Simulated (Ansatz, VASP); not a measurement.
# One calculation of MoS2, two programs

The input INCAR:

```
ALGO = Normal ; EDIFF = 1E-7
ENCUT = 520 ; GGA = PE
ISIF = 2 ; ISMEAR = -1
LASPH = True ; LCHARG = True
LELF = True ; LREAL = False
LVHAR = True ; LWAVE = False
NBANDS = 20 ; NELM = 60
PREC = Accurate ; SIGMA = 0.05
```

The input KPOINTS:

```
k-points
0
Gamma
  6 6 6
```

Contents of POSCAR:

```
MoS2
1.0
    1.5800000000      0.9122134253      6.1500000000
   -1.5800000000      0.9122134253      6.1500000000
    0.0000000000     -1.8244268506      6.1500000000
Mo S
1 2
Direct
    0.0000000000      0.0000000000      0.0000000000
    0.4170000000      0.4170000000      0.4170000000
    0.2500000000      0.2500000000      0.2500000000
```

Contents of input.yaml:

```yaml
crystal:
  lattice:
    - [1.58, 0.9122134253, 6.15]
    - [-1.58, 0.9122134253, 6.15]
    - [0.0, -1.8244268506, 6.15]
  atoms:
    - { symbol: Mo, position: [0.0, 0.0, 0.0] }
    - { symbol: S, position: [0.417, 0.417, 0.417] }
    - { symbol: S, position: [0.25, 0.25, 0.25] }
hamiltonian:
  xc: pbe
  pseudopotentials: { kind: paw }
kpoints:
  mp_grid: { grid: [6, 6, 6] }
  band_path:
    path:
      - [[0.0, 0.0, 0.0], [0.5, 0.0, 0.0], [0.5, 0.181334009, -0.181334009]]
      - [[0.818665991, 0.5, 0.181334009], [0.5, 0.5, 0.5], [0.0, 0.0, 0.0], [0.3406670045, 0.0, -0.3406670045]]
      - [[0.6593329955, 0.3406670045, 0.0], [0.5, 0.5, 0.0], [0.6593329955, 0.6593329955, 0.181334009], [0.5, 0.5, 0.5]]
      - [[0.5, 0.0, 0.0], [0.818665991, 0.3406670045, 0.3406670045]]
    npoints: 14
scf:
  occupations: { method: fermi_dirac, width: 0.05 }
  n_extra_bands: 7
output:
  forces: true
  stress: true
  eigenvalues: true
  fatbands: false
```

Alike in both runs: functional PBE; k mesh 6 × 6 × 6; occupations fermi-dirac, width 0.05 eV; no spin polarisation.

|  | VASP | Ansatz |
| --- | --- | --- |
| version | VASP 6.6.1 | Ansatz 0.2.0 |
| potentials or method | VASP PAW PBE potentials, release 64 (Mo_sv, S) | Ansatz PAW |
| plane-wave cutoff (eV) | 520 | 420 |
| valence electrons in the cell | 26 | 26 |
| task | single point | band structure |

Ansatz gave:

```
gap on the k mesh at the Fermi level (eV)                     : 0.92
least direct gap on the mesh (eV)                             : 1.71
pressure (GPa)                                                : 5.3
traceless stress, the component that is largest in VASP (GPa) : 1.63
rms of the force components (eV/Å)                            : 0.231
```

**Question.** Estimate VASP's values.

**Answer.** gap on the k mesh at the Fermi level (eV): 0.94; least direct gap on the mesh (eV): 1.71; pressure (GPa): 5.2; traceless stress, the component that is largest in VASP (GPa): 1.59; rms of the force components (eV/Å): 0.224.

Atom by atom the forces differ by 0.007 eV/Å (rms over components). The functional is the same, so the differences come from potentials, cutoffs and numerics.
